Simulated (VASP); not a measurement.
# SnO (P4/nmm) in VASP: notebook

Runs on SnO. Level: LDA. Tasks: single point.

All numbers are computed with VASP 6.6.1; they aren't measurements. Logs are shortened: lines on timing, memory, paths and dates and some standing lists are left out, and cuts for length are marked.

### 1 The cell of the first run

It takes space group P4/nmm (No. 129, tetragonal). The conventional cell has a = 3.503 Å, b = 3.503 Å, c = 5.214 Å, α = 90.00°, β = 90.00°, γ = 90.00°. Within 2.9 Å of Sn (site symmetry 4mm) lie 4 O at 2.17 Å. Within 2.9 Å of O (site symmetry -4m2) lie 4 Sn at 2.17 Å and 4 O at 2.48 Å.

### 2 Single point, LDA

File INCAR:

```
ALGO = Normal ; EDIFF = 1E-7
ENCUT = 520 ; ISIF = 2
ISMEAR = 0 ; LASPH = T
LCHARG = F ; LREAL = F
LWAVE = F ; NBANDS = 28
NELM = 60 ; PREC = Accurate
SIGMA = 0.15
```

File KPOINTS:

```
k-points
0
Gamma
  10 10 8
```

File POSCAR:

```
SnO
1.0
    3.5032000000      0.0000000000      0.0000000000
    0.0000000000      3.5032000000      0.0000000000
    0.0000000000      0.0000000000      5.2140000000
Sn O
2 2
Direct
    0.0000000000      0.5000000000      0.2457459271
    0.5000000000      0.0000000000      0.7542540729
    0.0000000000      0.0000000000      0.0000000000
    0.5000000000      0.5000000000      0.0000000000
```

Potentials or basis: VASP PAW LDA potentials, release 64 (Sn_d, O).

Started as:

```bash
$ cat potpaw_LDA.64/Sn_d/POTCAR potpaw_LDA.64/O/POTCAR > POTCAR
$ mpirun -np 1 vasp_std > vasp.out
```

OUTCAR:

```text
EDIFF = 1E-7
   ENCUT = 520
   ISIF = 2
   ISMEAR = 0
   LASPH = T
   LREAL = F
   NELM = 60
   PREC = Accurate

 ion  position               nearest neighbor table
   1  0.000  0.500  0.246-   3 2.17   4 2.17   3 2.17   4 2.17   2 3.56   2 3.56   2 3.56   2 3.56
                             2 3.63   2 3.63   2 3.63   2 3.63
   2  0.500  0.000  0.754-   3 2.17   4 2.17   4 2.17   3 2.17   1 3.56   1 3.56   1 3.56   1 3.56
                             1 3.63   1 3.63   1 3.63   1 3.63
   3  0.000  0.000  0.000-   1 2.17   2 2.17   1 2.17   2 2.17
   4  0.500  0.500  0.000-   1 2.17   2 2.17   2 2.17   1 2.17

  LATTYP: Found a simple tetragonal cell.
 ALAT       =     3.5032000000
 C/A-ratio  =     1.4883535054

  Lattice vectors:

 A1 = (   3.5032000000,   0.0000000000,   0.0000000000)
 A2 = (   0.0000000000,   3.5032000000,   0.0000000000)
 A3 = (   0.0000000000,   0.0000000000,   5.2140000000)

Analysis of symmetry for initial positions (statically):
=====================================================================
 Subroutine PRICEL returns:
 Original cell was already a primitive cell.

 Routine SETGRP: Setting up the symmetry group for a
 simple tetragonal supercell.

 Subroutine GETGRP returns: Found 16 space group operations
 (whereof  8 operations were pure point group operations)
 out of a pool of 16 trial point group operations.

The static configuration has the point symmetry D_2d.
 The point group associated with its full space group is D_4h.

Analysis of symmetry for dynamics (positions and initial velocities):
=====================================================================
 Subroutine PRICEL returns:
 Original cell was already a primitive cell.

 Routine SETGRP: Setting up the symmetry group for a
 simple tetragonal supercell.

 Subroutine GETGRP returns: Found 16 space group operations
 (whereof  8 operations were pure point group operations)
 out of a pool of 16 trial point group operations.

The dynamic configuration has the point symmetry D_2d.
 The point group associated with its full space group is D_4h.

 Subroutine INISYM returns: Found 16 space group operations
 (whereof  8 operations are pure point group operations),
 and found     1 'primitive' translations

----------------------------------------------------------------------------------------

                                     Primitive cell

  volume of cell :      63.9883

  direct lattice vectors                    reciprocal lattice vectors
     3.503200000  0.000000000  0.000000000     0.285453300  0.000000000  0.000000000
     0.000000000  3.503200000  0.000000000     0.000000000  0.285453300  0.000000000
     0.000000000  0.000000000  5.214000000     0.000000000  0.000000000  0.191791331

  length of vectors
     3.503200000  3.503200000  5.214000000     0.285453300  0.285453300  0.191791331

  position of ions in fractional coordinates (direct lattice)
     0.000000000  0.500000000  0.245745927
     0.500000000  0.000000000  0.754254073
     0.000000000  0.000000000  0.000000000
     0.500000000  0.500000000  0.000000000

  ion indices of the primitive-cell ions
   primitive index   ion index
                 1           1
                 2           2
                 3           3
                 4           4

----------------------------------------------------------------------------------------

 KPOINTS: k-points

Automatic generation of k-mesh.
 Grid dimensions read from file:
 generate k-points for:   10   10    8

 Generating k-lattice:

  Cartesian coordinates                     Fractional coordinates (reciprocal lattice)
     0.028545330  0.000000000  0.000000000     0.100000000  0.000000000  0.000000000
     0.000000000  0.028545330  0.000000000     0.000000000  0.100000000  0.000000000
     0.000000000  0.000000000  0.023973916     0.000000000  0.000000000  0.125000000

  Length of vectors
     0.028545330  0.028545330  0.023973916

  Shift w.r.t. Gamma in fractional coordinates (k-lattice)
     0.000000000  0.000000000  0.000000000

 Subroutine IBZKPT returns following result:
 ===========================================

 Found    105 irreducible k-points:

 Following reciprocal coordinates:
            Coordinates               Weight
  0.000000  0.000000  0.000000      1.000000
  0.100000  0.000000  0.000000      4.000000
  0.200000  0.000000  0.000000      4.000000
  0.300000  0.000000  0.000000      4.000000
  0.400000  0.000000  0.000000      4.000000
  0.500000  0.000000  0.000000      2.000000
[... 16 lines left out ...]
  0.100000  0.000000  0.125000      8.000000
  0.200000  0.000000  0.125000      8.000000
 [... further k-points ...]
   k-points           NKPTS =    105   k-points in BZ     NKDIM =    105   number of bands    NBANDS=     28
   number of dos      NEDOS =    301   number of ions     NIONS =      4
   total plane-waves  NPLWV =  31360
   dimension x,y,z NGX =    28 NGY =   28 NGZ =   40
   dimension x,y,z NGXF=    56 NGYF=   56 NGZF=   80
   ions per type =               2   2
   NGX,Y,Z   is equivalent  to a cutoff of  13.29, 13.29, 12.75 a.u.
   NGXF,Y,Z  is equivalent  to a cutoff of  26.58, 26.58, 25.51 a.u.
 SYSTEM =  unknown system
   PREC   = accura    normal or accurate (medium, high low for compatibility)
   ISTART =      0    job   : 0-new  1-cont  2-samecut
   ICHARG =      2    charge: 1-file 2-atom 10-const
   ISPIN  =      1    spin polarized calculation?
   LNONCOLLINEAR =      F non collinear calculations
   LSORBIT =      F    spin-orbit coupling
   LASPH  =      T    aspherical Exc in radial PAW
   ENCUT  =  520.0 eV  38.22 Ry    6.18 a.u.   6.51  6.51  9.69*2*pi/ulx,y,z
   NELM   =     60;   NELMIN=  2; NELMDL= -5     # of ELM steps
   EDIFF  = 0.1E-06   stopping-criterion for ELM
   LREAL  =      F    real-space projection
   EDIFFG = 0.1E-05   stopping-criterion for IOM
   NSW    =      0    number of steps for IOM
   IBRION =     -1    ionic relax: 0-MD 1-quasi-New 2-CG
   NFREE  =      0    steps in history (QN), initial steepest desc. (CG)
   ISIF   =      2    stress and relaxation
   ISYM   =      2    0-nonsym 1-usesym 2-fastsym
   POTIM  = 0.5000    time-step for ionic-motion
   TEBEG  =    0.0;   TEEND  =   0.0 temperature during run
   PSTRESS=    0.0 pullay stress
   NELECT =      40.0000    total number of electrons
   NUPDOWN=      -1.0000    fix difference up-down
   EMIN   =  10.00;   EMAX   =-10.00  energy-range for DOS
   EFERMI =   0.00;   METHOD = LEGACY
   ISMEAR =     0;   SIGMA  =   0.15  broadening in eV -4-tet -1-fermi 0-gaus
   EFERMI_NEDOS =   21; number of points for ismear=-14 and -15
   IALGO  =     38    algorithm
   IMIX   =      4    mixing-type and parameters
     AMIX     =   0.40;   BMIX     =  1.00
     AMIX_MAG =   1.60;   BMIX_MAG =  1.00
  volume/ion in A,a.u.               =      16.00       107.95
  Fermi-wavevector in a.u.,A,eV,Ry     =   1.399785  2.645209 26.659212  1.959397
  Thomas-Fermi vector in A             =   2.522810
   LORBIT       =      0    0 simple, 1 ext, 2 COOP (PROOUT), +10 PAW based schemes
   GGA     = CA    functional components
   LHFCALC =     F    Hartree Fock is set to
   AEXX    =    0.0000 exact exchange contribution
   IVDW    =     0    specifies the selected vdW correction
   LEPSILON=     F    determine dielectric tensor
   LRPA    =     F    only Hartree local field effects (RPA)
 non-spin polarized calculation
 Gauss-broadening in eV      SIGMA  =   0.15
  energy-cutoff  :      520.00
  volume of cell :       63.99
 maximum number of plane-waves:      1771
 NGX is ok and might be reduce to    28
   NGX = 13   NGY = 13   NGZ = 19

 number of electron      40.0000010 magnetization

 Free energy of the ion-electron system (eV)
  ---------------------------------------------------
  ext. energy  EPLUGINS =         0.00000000
  ---------------------------------------------------
  free energy    TOTEN  =       -25.20404610 eV

  energy without entropy =      -25.20053417  energy(sigma->0) =      -25.20229013

 E-fermi :   8.1611     XC(G=0): -11.1268

 val. band max:        8.1360206502   @ k =   0.4000   0.4000   0.0000
 cond. band min:       8.2119704325   @ k =   0.5000   0.4000   0.0000
 fundamental gap:      0.0759497823
 Fermi energy:         8.1610548362

 k-point     1 :       0.0000    0.0000    0.0000
  band No.  band energies     occupation
      1     -14.0325      2.00000
      2     -13.6366      2.00000
      3     -13.5222      2.00000
      4     -13.5222      2.00000
      5     -13.4765      2.00000
      6     -13.4468      2.00000
[... 20 lines left out ...]
     27      15.1570      0.00000
     28      15.3967      0.00000

 k-point     2 :       0.1000    0.0000    0.0000
  band No.  band energies     occupation
      1     -14.0276      2.00000
      2     -13.6291      2.00000
      3     -13.5271      2.00000
      4     -13.5189      2.00000
      5     -13.4792      2.00000
      6     -13.4750      2.00000
[... 20 lines left out ...]
     27      15.3295      0.00000
     28      16.6916      0.00000

 k-point     3 :       0.2000    0.0000    0.0000
  band No.  band energies     occupation
      1     -14.0162      2.00000
      2     -13.6655      2.00000
      3     -13.5841      2.00000
      4     -13.5375      2.00000
      5     -13.5102      2.00000
      6     -13.4861      2.00000
[... 20 lines left out ...]
     27      15.5717      0.00000
     28      18.8132      0.00000

 k-point     4 :       0.3000    0.0000    0.0000
  band No.  band energies     occupation
      1     -14.0036      2.00000
      2     -13.7981      2.00000
      3     -13.5681      2.00000
      4     -13.5452      2.00000
      5     -13.5010      2.00000
      6     -13.4943      2.00000
[... 20 lines left out ...]
     27      15.9337      0.00000
     28      19.7485      0.00000

 k-point     5 :       0.4000    0.0000    0.0000
  band No.  band energies     occupation
      1     -13.9876      2.00000
      2     -13.8967      2.00000
      3     -13.5529      2.00000
      4     -13.5471      2.00000
      5     -13.5001      2.00000
      6     -13.4991      2.00000
[... 20 lines left out ...]
     27      16.4337      0.00000
     28      18.4566      0.00000

 k-point     6 :       0.5000    0.0000    0.0000
  band No.  band energies     occupation
      1     -13.9567      2.00000
      2     -13.9567      2.00000
      3     -13.5474      2.00000
      4     -13.5474      2.00000
      5     -13.5012      2.00000
      6     -13.5012      2.00000
[... 463 lines left out ...]
      5     -13.4468      2.00000
      6     -13.4468      2.00000
[... 20 lines left out ...]
     27      17.7115      0.00000
     28      17.7115      0.00000

 k-point    22 :       0.0000    0.0000    0.1250
  band No.  band energies     occupation
      1     -14.0300      2.00000
      2     -13.6393      2.00000
      3     -13.5177      2.00000
      4     -13.5177      2.00000
      5     -13.4751      2.00000
      6     -13.4442      2.00000
[... 20 lines left out ...]
     27      15.0111      0.00000
     28      15.4815      0.00000

 k-point    23 :       0.1000    0.0000    0.1250
  band No.  band energies     occupation
      1     -14.0254      2.00000
      2     -13.6319      2.00000
      3     -13.5257      2.00000
      4     -13.5156      2.00000
      5     -13.4771      2.00000
      6     -13.4764      2.00000
[... 20 lines left out ...]
     27      15.2941      0.00000
     28      16.6810      0.00000

 k-point    24 :       0.2000    0.0000    0.1250
  band No.  band energies     occupation
      1     -14.0149      2.00000
      2     -13.6718      2.00000
      3     -13.5865      2.00000
      4     -13.5317      2.00000
      5     -13.5112      2.00000
      6     -13.4821      2.00000
[... 20 lines left out ...]
     27      15.6066      0.00000
     28      18.7226      0.00000

 [... further k-points ...]
[... 5 lines left out ...]
  --------------------------------------------------------------------------------------
  -------------------------------------------------------------------------------------
  Total        5.5672396      5.5672396     -2.8192699      0.0000000      0.0000000      0.0000000
  in kB      139.3957736    139.3957736    -70.5905150      0.0000000      0.0000000      0.0000000
  external PRESSURE =      69.4003441 kB  Pullay stress =       0.0000000 kB

 VOLUME and BASIS-vectors are now :
 -----------------------------------------------------------------------------
  energy-cutoff  :      520.00
  volume of cell :       63.99
      direct lattice vectors                 reciprocal lattice vectors
     3.503200000  0.000000000  0.000000000     0.285453300  0.000000000  0.000000000
     0.000000000  3.503200000  0.000000000     0.000000000  0.285453300  0.000000000
     0.000000000  0.000000000  5.214000000     0.000000000  0.000000000  0.191791331

 POSITION                                       TOTAL-FORCE (eV/Angst)
 -----------------------------------------------------------------------------------
      0.00000      1.75160      1.28132        -0.000000      0.000000     -0.858827
      1.75160      0.00000      3.93268         0.000000      0.000000      0.858827
      0.00000      0.00000      0.00000         0.000000     -0.000000      0.000000
      1.75160      1.75160      0.00000         0.000000      0.000000      0.000000
 -----------------------------------------------------------------------------------
    total drift:                                0.000000      0.000000     -0.000000

  FREE ENERGIE OF THE ION-ELECTRON SYSTEM (eV)
  ---------------------------------------------------
  free  energy   TOTEN  =       -25.2040460968 eV

  energy  without entropy=      -25.2005341728  energy(sigma->0) =      -25.20229013
```

Run time: 2.9 min. Hardware: 1 thread of Intel Xeon Platinum 8488C (Sapphire Rapids), shared host; peak memory 0.25 GiB.

What came out:

* Free energy: -25.2040 eV
* Pressure: 6.9 GPa
* Largest force: 0.859 eV/Å
* Band gap on the k mesh: zero (band 20 reaches 8.50 eV, above the bottom of band 21 at 7.66 eV)

Forces in eV/Å, atoms in the order of the input:
```
Sn   0.000  0.000 -0.859
Sn   0.000  0.000  0.859
O    0.000  0.000  0.000
O    0.000  0.000  0.000
```

Stress tensor (GPa, compression positive):
```
13.94  0.00  0.00
 0.00 13.94  0.00
 0.00  0.00 -7.06
```

Levels at points of the mesh, in eV from the Fermi level:
| k point | band 17 | band 18 | band 19 | band 20 | band 21 | band 22 | band 23 | band 24 |
| --- | --- | --- | --- | --- | --- | --- | --- | --- |
| (0.00, 0.00, 0.00) | -3.82 | -2.61 | -2.61 | 0.34 | 3.13 | 4.23 | 4.99 | 4.99 |
| (0.50, 0.00, 0.00) | -4.76 | -4.76 | -3.49 | -3.49 | 2.60 | 2.60 | 6.57 | 6.57 |
| (0.50, 0.50, 0.00) | -2.28 | -2.28 | -1.91 | -1.91 | -0.50 | -0.50 | 3.59 | 3.59 |
| (0.00, 0.00, 0.50) | -3.74 | -3.64 | -2.63 | -2.63 | 3.06 | 3.23 | 3.23 | 5.08 |
| (0.50, 0.00, 0.50) | -4.74 | -4.74 | -2.38 | -2.38 | 1.67 | 1.67 | 6.20 | 6.20 |
| (0.50, 0.50, 0.50) | -2.85 | -2.85 | -1.91 | -1.91 | 1.69 | 1.69 | 3.11 | 3.11 |

Caveat: spin-orbit coupling is left out, which moves the levels of the heavy elements.

### 3 Single point, LDA

This run uses another cell than the first one, of 17.99 Å³/atom, 1.124 times its volume.

File INCAR:

```
PREC = Accurate ; ENCUT = 520
EDIFF = 1E-6 ; ISMEAR = 0
SIGMA = 0.15 ; LREAL = F
LASPH = T ; NELM = 60
ALGO = Normal ; ISIF = 2
LWAVE = F ; LCHARG = F
GGA = CA ; NBANDS = 28
```

File KPOINTS:

```
Automatic mesh
0
Gamma
  10 10 8
```

File POSCAR:

```
SnO
1.0
    3.8548000000      0.0000000000      0.0000000000
    0.0000000000      3.8548000000      0.0000000000
    0.0000000000      0.0000000000      4.8415000000
Sn O
2 2
Direct
    0.0000000000      0.5000000000      0.2457459271
    0.5000000000      0.0000000000      0.7542540729
    0.0000000000      0.0000000000      0.0000000000
    0.5000000000      0.5000000000      0.0000000000
```

Potentials or basis: VASP PAW LDA potentials, release 64 (Sn_d, O).

Started as:

```bash
$ cat potpaw_LDA.64/Sn_d/POTCAR potpaw_LDA.64/O/POTCAR > POTCAR
$ mpirun -np 1 vasp_std > vasp.out
```

It took 67 s on 1 thread of Intel Xeon 6975P-C (Granite Rapids), shared host; peak memory 0.27 GiB.

Results (log left out):

* Free energy: -25.6050 eV
* Pressure: -7.1 GPa
* Largest force: 1.056 eV/Å

Forces on the atoms (eV/Å):
```
Sn   0.000  0.000 -1.056
Sn   0.000  0.000  1.056
O    0.000  0.000  0.000
O    0.000  0.000  0.000
```

Stress tensor (GPa, compression positive):
```
-7.24  0.00  0.00
 0.00 -7.24  0.00
 0.00  0.00 -6.91
```

Levels at points of the mesh, in eV from the Fermi level:
```csv
k point,band 18,band 19,band 20,band 21,band 22,band 23
"(0.00, 0.00, 0.00)",-2.85,-2.85,-0.10,2.01,4.37,4.37
"(0.50, 0.00, 0.00)",-4.48,-2.67,-2.67,3.04,3.04,5.57
"(0.50, 0.50, 0.00)",-2.21,-1.96,-1.96,-0.08,-0.08,4.29
"(0.00, 0.00, 0.50)",-2.87,-2.87,-2.10,1.61,2.69,2.69
"(0.50, 0.00, 0.50)",-4.44,-1.69,-1.69,2.50,2.50,5.08
"(0.50, 0.50, 0.50)",-2.79,-2.21,-2.21,2.23,2.23,3.94
```

Caveat: spin-orbit coupling is left out, which moves the levels of the heavy elements; forces of over 1 eV/Å act on the atoms, so gaps and moduli don't describe the material at rest.

### 4 Single point, LDA

This run uses another cell than the first one, of 18.50 Å³/atom, 1.156 times its volume.

File INCAR:

```
PREC = Accurate ; ENCUT = 520
EDIFF = 1E-6 ; ISMEAR = 0
SIGMA = 0.15 ; LREAL = False
LASPH = True ; NELM = 100
ALGO = Normal ; ISIF = 2
LWAVE = False ; LCHARG = False
NBANDS = 28
```

KPOINTS is that of step 3.

File POSCAR:

```
SnO
1.0
    3.7668771934      0.0000000000      0.0000000000
    0.0000000000      3.7668771934      0.0000000000
    0.0000000000      0.0000000000      5.2140000000
Sn O
2 2
Direct
    0.0000000000      0.5000000000      0.2457459271
    0.5000000000      0.0000000000      0.7542540729
    0.0000000000      0.0000000000      0.0000000000
    0.5000000000      0.5000000000      0.0000000000
```

Started as:

```bash
$ cat potpaw_LDA.64/Sn_d/POTCAR potpaw_LDA.64/O/POTCAR > POTCAR
$ mpirun -np 1 vasp_std > vasp.out
```

Wall time 61 s (1 thread of Intel Xeon 6975P-C (Granite Rapids), shared host); peak memory 0.27 GiB.

It converged, with:

```
Free energy            : -25.3977 eV
Pressure               : -8.3 GPa
Largest force          : 2.092 eV/Å
Band gap on the k mesh : zero (band 20 reaches 6.24 eV, above the bottom of band 21 at 6.01 eV)
```

Forces on the atoms (eV/Å):
```
Sn   0.000  0.000 -2.092
Sn   0.000  0.000  2.092
O    0.000  0.000  0.000
O    0.000  0.000  0.000
```

Stress tensor (GPa, compression positive):
```
 -5.57   0.00   0.00
  0.00  -5.57   0.00
  0.00   0.00 -13.71
```

Levels at points of the mesh, in eV from the Fermi level:
```tsv
k point	band 18	band 19	band 20	band 21	band 22	band 23
(0.00, 0.00, 0.00)	-2.37	-2.37	0.05	2.15	4.24	4.43
(0.50, 0.00, 0.00)	-4.09	-2.82	-2.82	2.62	2.62	5.64
(0.50, 0.50, 0.00)	-2.19	-1.76	-1.76	-0.18	-0.18	3.86
(0.00, 0.00, 0.50)	-2.63	-2.39	-2.39	2.26	2.90	2.90
(0.50, 0.00, 0.50)	-4.07	-1.91	-1.91	1.99	1.99	5.30
(0.50, 0.50, 0.50)	-2.78	-1.76	-1.76	1.94	1.94	3.27
```

Caveat: spin-orbit coupling is left out, which moves the levels of the heavy elements; forces of over 1 eV/Å act on the atoms, so gaps and moduli don't describe the material at rest.

[end of part 1 of 2]
